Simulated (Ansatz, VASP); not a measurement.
# Ni in VASP and in Ansatz

Contents of INCAR:

```
SYSTEM = Ni
  PREC = Accurate
  ENCUT = 520
  EDIFF = 1E-6
  ISMEAR = -1
  SIGMA = 0.05
  LREAL = .FALSE.
  LASPH = .TRUE.
  NELM = 150
  ALGO = Normal
  ISIF = 2
  LWAVE = .FALSE.
  LCHARG = .FALSE.
  ISPIN = 2
  MAGMOM = 0.696 0.696 0.705 0.705
  LORBIT = 11
  LMAXMIX = 4
  GGA = RE
  NBANDS = 32
```

The input KPOINTS:

```
Automatic mesh
0
G
  16 16 5
  0 0 0
```

File POSCAR:

```
Ni
1.0
    2.4368340976      0.0000000000      0.0000000000
   -1.2184170488      2.1103602333      0.0000000000
    0.0000000000      0.0000000000      7.9761662896
Ni
4
Direct
    1.0000000000      0.0000000000      1.0000000000
    0.0000000000      0.0000000000      0.5000000000
    0.3333333333      0.6666666667      0.2500000000
    0.6666666667      0.3333333333      0.7500000000
```

Input for Ansatz:

```yaml
crystal:
  lattice:
    - [2.4368340976, 0.0, 0.0]
    - [-1.2184170488, 2.1103602333, 0.0]
    - [0.0, 0.0, 7.9761662896]
  atoms:
    - { symbol: Ni, position: [1.0, 0.0, 1.0], spin: 0.696 }
    - { symbol: Ni, position: [0.0, 0.0, 0.5], spin: 0.696 }
    - { symbol: Ni, position: [0.3333333333, 0.6666666667, 0.25], spin: 0.705 }
    - { symbol: Ni, position: [0.6666666667, 0.3333333333, 0.75], spin: 0.705 }
hamiltonian:
  xc: revpbe
  pseudopotentials:
    kind: paw
    azcp:
      Ni: "pseudopotentials/Ni.paw.azcp"
basis:
  ecutwfc: 420
  fft_grid_basis: typed
kpoints:
  mp_grid: { grid: [16, 16, 5], shift: [0, 0, 0] }
magnetization:
  spin_polarized: true
scf:
  occupations: { method: fermi_dirac, width: 0.05 }
  lower_state_search: "off"
output:
  stress: true
```

Alike in both runs: task single point; functional revPBE; k mesh 16 × 16 × 5; occupations fermi-dirac, width 0.05 eV; collinear spin.

|  | VASP | Ansatz |
| --- | --- | --- |
| version | VASP 6.6.1 | Ansatz 0.2.0 |
| potentials or method | VASP PAW PBE potentials, release 64 (Ni), cutoff 520 eV | plane waves (420 eV) with PAW, scalar-relativistic |
| valence electrons in the cell | 40 | 72 |

```csv
,VASP,Ansatz,Ansatz less VASP
pressure (GPa),18.2,18.4,+0.19
"traceless stress, the component that is largest in VASP (GPa)",0.48,0.45,-0.027
net moment per atom (μB),0.59,0.60,+0.009
size of the moment on the site where the two differ most (μB),0.61,0.65,+0.040
```

VASP's potentials were made for PBE, not for revPBE. Site moments also hang on the region over which each program counts them. VASP's potentials hold 40 valence electrons a cell and Ansatz's 72, so a difference there can come from the potentials and not from the codes.
